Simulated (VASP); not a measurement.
# TiCo (Pm-3m) in VASP: notebook

The runs below take TiCo through single point, with PBE.

All numbers are computed with VASP 6.6.1; they aren't measurements. Logs are shortened: lines on timing, memory, paths and dates and some standing lists are left out, and cuts for length are marked.

### 1 The cell of the first run

The structure is cubic, space group Pm-3m (No. 221). Conventional cell: a = 3.025 Å, b = 3.025 Å, c = 3.025 Å, α = 90.00°, β = 90.00°, γ = 90.00°. Within 3.5 Å of Co (site symmetry m-3m) lie 8 Ti at 2.62 Å and 6 Co at 3.03 Å. Within 3.5 Å of Ti (site symmetry m-3m) lie 8 Co at 2.62 Å and 6 Ti at 3.03 Å.

### 2 Single point, PBE, collinear spin, ferromagnetic start

INCAR

```
ALGO     = Normal         # electronic algorithm
EDIFF    = 1E-7           # SCF threshold, eV
ENCUT    = 520            # plane-wave cutoff, eV
GGA      = PE             # functional
ISIF     = 2              # what is computed and relaxed
ISMEAR   = -1             # smearing method
ISPIN    = 2              # spin polarisation
LASPH    = T              # aspherical terms in the spheres
LCHARG   = F              # write CHGCAR
LMAXMIX  = 4              # l up to which the mixer works
LORBIT   = 11             # projections on sites
LREAL    = F              # projectors in reciprocal space
LWAVE    = F              # write WAVECAR
MAGMOM   = 2 1            # initial moments
NBANDS   = 22             # bands
NELM     = 150            # most SCF steps
PREC     = Accurate       # precision mode
SIGMA    = 0.05           # smearing width, eV
```

KPOINTS

```
k-points
0
Gamma
  9 9 9
```

POSCAR

```
TiCo
1.0
    3.0254064304      0.0000000000      0.0000000000
    0.0000000000      3.0254064304      0.0000000000
    0.0000000000      0.0000000000      3.0254064304
Co Ti
1 1
Direct
    0.5000000000      0.5000000000      0.5000000000
    0.0000000000      0.0000000000      0.0000000000
```

Potentials or basis: VASP PAW PBE potentials, release 64 (Co, Ti_sv).

Started as:

```bash
cat potpaw_PBE.64/Co/POTCAR potpaw_PBE.64/Ti_sv/POTCAR > POTCAR
mpirun -np 1 vasp_std > vasp.out
```

OUTCAR:

```text
EDIFF = 1E-7
   ENCUT = 520
   GGA = PE
   ISIF = 2
   ISMEAR = -1
   ISPIN = 2
   LASPH = T
   LORBIT = 11
   LREAL = F
   NELM = 150
   PREC = Accurate

 ion  position               nearest neighbor table
   1  0.500  0.500  0.500-   2 2.62   2 2.62   2 2.62   2 2.62   2 2.62   2 2.62   2 2.62   2 2.62

   2  0.000  0.000  0.000-   1 2.62   1 2.62   1 2.62   1 2.62   1 2.62   1 2.62   1 2.62   1 2.62

  LATTYP: Found a simple cubic cell.
 ALAT       =     3.0254064304

  Lattice vectors:

 A1 = (   3.0254064304,   0.0000000000,   0.0000000000)
 A2 = (   0.0000000000,   3.0254064304,   0.0000000000)
 A3 = (   0.0000000000,   0.0000000000,   3.0254064304)

Analysis of symmetry for initial positions (statically):
=====================================================================
 Subroutine PRICEL returns:
 Original cell was already a primitive cell.

 Routine SETGRP: Setting up the symmetry group for a
 simple cubic supercell.

 Subroutine GETGRP returns: Found 48 space group operations
 (whereof 48 operations were pure point group operations)
 out of a pool of 48 trial point group operations.

The static configuration has the point symmetry O_h .

Analysis of symmetry for dynamics (positions and initial velocities):
=====================================================================
 Subroutine PRICEL returns:
 Original cell was already a primitive cell.

 Routine SETGRP: Setting up the symmetry group for a
 simple cubic supercell.

 Subroutine GETGRP returns: Found 48 space group operations
 (whereof 48 operations were pure point group operations)
 out of a pool of 48 trial point group operations.

The dynamic configuration has the point symmetry O_h .

Analysis of structural, dynamic, and magnetic symmetry:
=====================================================================
 Subroutine PRICEL returns:
 Original cell was already a primitive cell.

 Routine SETGRP: Setting up the symmetry group for a
 simple cubic supercell.

 Subroutine GETGRP returns: Found 48 space group operations
 (whereof 48 operations were pure point group operations)
 out of a pool of 48 trial point group operations.

The overall configuration has the point symmetry O_h .

 Subroutine INISYM returns: Found 48 space group operations
 (whereof 48 operations are pure point group operations),
 and found     1 'primitive' translations

----------------------------------------------------------------------------------------

                                     Primitive cell

  volume of cell :      27.6918

  direct lattice vectors                    reciprocal lattice vectors
     3.025406430  0.000000000  0.000000000     0.330534103  0.000000000  0.000000000
     0.000000000  3.025406430  0.000000000     0.000000000  0.330534103  0.000000000
     0.000000000  0.000000000  3.025406430     0.000000000  0.000000000  0.330534103

  length of vectors
     3.025406430  3.025406430  3.025406430     0.330534103  0.330534103  0.330534103

  position of ions in fractional coordinates (direct lattice)
     0.500000000  0.500000000  0.500000000
     0.000000000  0.000000000  0.000000000

  ion indices of the primitive-cell ions
   primitive index   ion index
                 1           1
                 2           2

----------------------------------------------------------------------------------------

 KPOINTS: k-points

Automatic generation of k-mesh.
 Grid dimensions read from file:
 generate k-points for:    9    9    9

 Generating k-lattice:

  Cartesian coordinates                     Fractional coordinates (reciprocal lattice)
     0.036726011  0.000000000  0.000000000     0.111111111  0.000000000  0.000000000
     0.000000000  0.036726011  0.000000000     0.000000000  0.111111111  0.000000000
     0.000000000  0.000000000  0.036726011     0.000000000  0.000000000  0.111111111

  Length of vectors
     0.036726011  0.036726011  0.036726011

  Shift w.r.t. Gamma in fractional coordinates (k-lattice)
     0.000000000  0.000000000  0.000000000

 Subroutine IBZKPT returns following result:
 ===========================================

 Found     35 irreducible k-points:

 Following reciprocal coordinates:
            Coordinates               Weight
  0.000000  0.000000  0.000000      1.000000
  0.111111  0.000000  0.000000      6.000000
  0.222222  0.000000  0.000000      6.000000
  0.333333  0.000000  0.000000      6.000000
  0.444444  0.000000  0.000000      6.000000
  0.111111  0.111111  0.000000     12.000000
[... 16 lines left out ...]
  0.333333  0.333333  0.111111     24.000000
  0.444444  0.333333  0.111111     48.000000
 [... further k-points ...]
   k-points           NKPTS =     35   k-points in BZ     NKDIM =     35   number of bands    NBANDS=     22
   number of dos      NEDOS =    301   number of ions     NIONS =      2
   total plane-waves  NPLWV =  13824
   dimension x,y,z NGX =    24 NGY =   24 NGZ =   24
   dimension x,y,z NGXF=    48 NGYF=   48 NGZF=   48
   ions per type =               1   1
   NGX,Y,Z   is equivalent  to a cutoff of  13.19, 13.19, 13.19 a.u.
   NGXF,Y,Z  is equivalent  to a cutoff of  26.38, 26.38, 26.38 a.u.
 SYSTEM =  unknown system
   PREC   = accura    normal or accurate (medium, high low for compatibility)
   ISTART =      0    job   : 0-new  1-cont  2-samecut
   ICHARG =      2    charge: 1-file 2-atom 10-const
   ISPIN  =      2    spin polarized calculation?
   LNONCOLLINEAR =      F non collinear calculations
   LSORBIT =      F    spin-orbit coupling
   LASPH  =      T    aspherical Exc in radial PAW
   ENCUT  =  520.0 eV  38.22 Ry    6.18 a.u.   5.63  5.63  5.63*2*pi/ulx,y,z
   NELM   =    150;   NELMIN=  2; NELMDL= -5     # of ELM steps
   EDIFF  = 0.1E-06   stopping-criterion for ELM
   LREAL  =      F    real-space projection
   EDIFFG = 0.1E-05   stopping-criterion for IOM
   NSW    =      0    number of steps for IOM
   IBRION =     -1    ionic relax: 0-MD 1-quasi-New 2-CG
   NFREE  =      0    steps in history (QN), initial steepest desc. (CG)
   ISIF   =      2    stress and relaxation
   ISYM   =      2    0-nonsym 1-usesym 2-fastsym
   POTIM  = 0.5000    time-step for ionic-motion
   TEBEG  =    0.0;   TEEND  =   0.0 temperature during run
   PSTRESS=    0.0 pullay stress
   NELECT =      21.0000    total number of electrons
   NUPDOWN=      -1.0000    fix difference up-down
   EMIN   =  10.00;   EMAX   =-10.00  energy-range for DOS
   EFERMI =   0.00;   METHOD = LEGACY
   ISMEAR =    -1;   SIGMA  =   0.05  broadening in eV -4-tet -1-fermi 0-gaus
   EFERMI_NEDOS =   21; number of points for ismear=-14 and -15
   IALGO  =     38    algorithm
   IMIX   =      4    mixing-type and parameters
     AMIX     =   0.40;   BMIX     =  1.00
     AMIX_MAG =   1.60;   BMIX_MAG =  1.00
  volume/ion in A,a.u.               =      13.85        93.44
  Fermi-wavevector in a.u.,A,eV,Ry     =   1.492901  2.821173 30.324012  2.228752
  Thomas-Fermi vector in A             =   2.605370
   LORBIT       =     11    0 simple, 1 ext, 2 COOP (PROOUT), +10 PAW based schemes
   GGA     = PE    functional components
   LHFCALC =     F    Hartree Fock is set to
   AEXX    =    0.0000 exact exchange contribution
   IVDW    =     0    specifies the selected vdW correction
   LEPSILON=     F    determine dielectric tensor
   LRPA    =     F    only Hartree local field effects (RPA)
 spin polarized calculation
  energy-cutoff  :      520.00
  volume of cell :       27.69
 maximum number of plane-waves:       756
 NGX is ok and might be reduce to    24
   NGX = 11   NGY = 11   NGZ = 11

 number of electron      20.9999999 magnetization       0.8448443

 Free energy of the ion-electron system (eV)
  ---------------------------------------------------
  ext. energy  EPLUGINS =         0.00000000
  ---------------------------------------------------
  free energy    TOTEN  =       -15.65671344 eV

  energy without entropy =      -15.63881031  energy(sigma->0) =      -15.64776188

 E-fermi :   9.4369     XC(G=0): -12.3666

 val. band max:        9.4364584793   @ k =   0.3333   0.3333   0.0000
 cond. band min:       9.4385771144   @ k =   0.3333   0.3333   0.1111
 fundamental gap:      0.0021186350
 Fermi energy:         9.4369366368

 spin component 1

 k-point     1 :       0.0000    0.0000    0.0000
  band No.  band energies     occupation
      1     -47.7705      1.00000
      2     -23.8737      1.00000
      3     -23.8737      1.00000
      4     -23.8737      1.00000
      5       1.9182      1.00000
      6       5.4403      1.00000
[... 14 lines left out ...]
     21      27.9325      0.00000
     22      30.0701      0.00000

 k-point     2 :       0.1111    0.0000    0.0000
  band No.  band energies     occupation
      1     -47.7674      1.00000
      2     -23.9044      1.00000
      3     -23.8714      1.00000
      4     -23.8714      1.00000
      5       2.1534      1.00000
      6       5.5295      1.00000
[... 542 lines left out ...]
 k-point    24 :       0.4444    0.3333    0.1111
  band No.  band energies     occupation
      1     -47.7237      1.00000
      2     -24.0922      1.00000
      3     -24.0319      1.00000
      4     -23.8652      1.00000
      5       5.3270      1.00000
      6       5.9039      1.00000
[... 14 lines left out ...]
     21      25.8245      0.00000
     22      28.6791      0.00000

 [... further k-points ...]

 spin component 2

 k-point     1 :       0.0000    0.0000    0.0000
  band No.  band energies     occupation
      1     -47.8008      1.00000
      2     -23.9050      1.00000
      3     -23.9050      1.00000
      4     -23.9050      1.00000
      5       1.8861      1.00000
      6       6.1248      1.00000
[... 14 lines left out ...]
     21      28.0819      0.00000
     22      29.9237      0.00000

 k-point     2 :       0.1111    0.0000    0.0000
  band No.  band energies     occupation
      1     -47.7977      1.00000
      2     -23.9361      1.00000
      3     -23.9027      1.00000
      4     -23.9027      1.00000
      5       2.1217      1.00000
      6       6.2232      1.00000
[... 542 lines left out ...]
 k-point    24 :       0.4444    0.3333    0.1111
  band No.  band energies     occupation
      1     -47.7535      1.00000
      2     -24.1262      1.00000
      3     -24.0653      1.00000
      4     -23.8967      1.00000
      5       5.6248      1.00000
      6       6.1955      1.00000
[... 14 lines left out ...]
     21      25.8467      0.00000
     22      28.6272      0.00000

 [... further k-points ...]
[... 5 lines left out ...]
  --------------------------------------------------------------------------------------
  -------------------------------------------------------------------------------------
  Total       -1.1706238     -1.1706238     -1.1706238      0.0000000      0.0000000     -0.0000000
  in kB      -67.7293279    -67.7293279    -67.7293279      0.0000000      0.0000000     -0.0000000
  external PRESSURE =     -67.7293279 kB  Pullay stress =       0.0000000 kB

 VOLUME and BASIS-vectors are now :
 -----------------------------------------------------------------------------
  energy-cutoff  :      520.00
  volume of cell :       27.69
      direct lattice vectors                 reciprocal lattice vectors
     3.025406430  0.000000000  0.000000000     0.330534103  0.000000000  0.000000000
     0.000000000  3.025406430  0.000000000     0.000000000  0.330534103  0.000000000
     0.000000000  0.000000000  3.025406430     0.000000000  0.000000000  0.330534103

 POSITION                                       TOTAL-FORCE (eV/Angst)
 -----------------------------------------------------------------------------------
      1.51270      1.51270      1.51270         0.000000      0.000000      0.000000
      0.00000      0.00000      0.00000         0.000000      0.000000      0.000000
 -----------------------------------------------------------------------------------
    total drift:                                0.000000      0.000000     -0.000000

  FREE ENERGIE OF THE ION-ELECTRON SYSTEM (eV)
  ---------------------------------------------------
  free  energy   TOTEN  =       -15.6567134389 eV

  energy  without entropy=      -15.6388103137  energy(sigma->0) =      -15.64776188

 total charge

# of ion       s       p       d       tot
------------------------------------------
    1        0.509   0.435   7.280   8.224
    2        2.238   6.166   1.829  10.233
--------------------------------------------------
tot          2.747   6.601   9.109  18.457

 magnetization (x)

# of ion       s       p       d       tot
------------------------------------------
    1        0.026  -0.009   0.948   0.965
    2       -0.003  -0.015  -0.034  -0.052
--------------------------------------------------
tot          0.023  -0.024   0.914   0.913
```

It took 25 s on 1 thread of Intel Xeon Platinum 8488C (Sapphire Rapids), shared host; peak memory 0.17 GiB.

What came out:

```yaml
Free_energy: -15.6567 eV
Pressure: -6.8 GPa
Net_moment: 0.84 μB per cell
Site_moments: Co +0.96; Ti -0.05 μB
Valence_electrons_inside_the_program's_atomic_spheres: Co 8.22; Ti 10.23
```

(Part 1 of 2 ends here.)
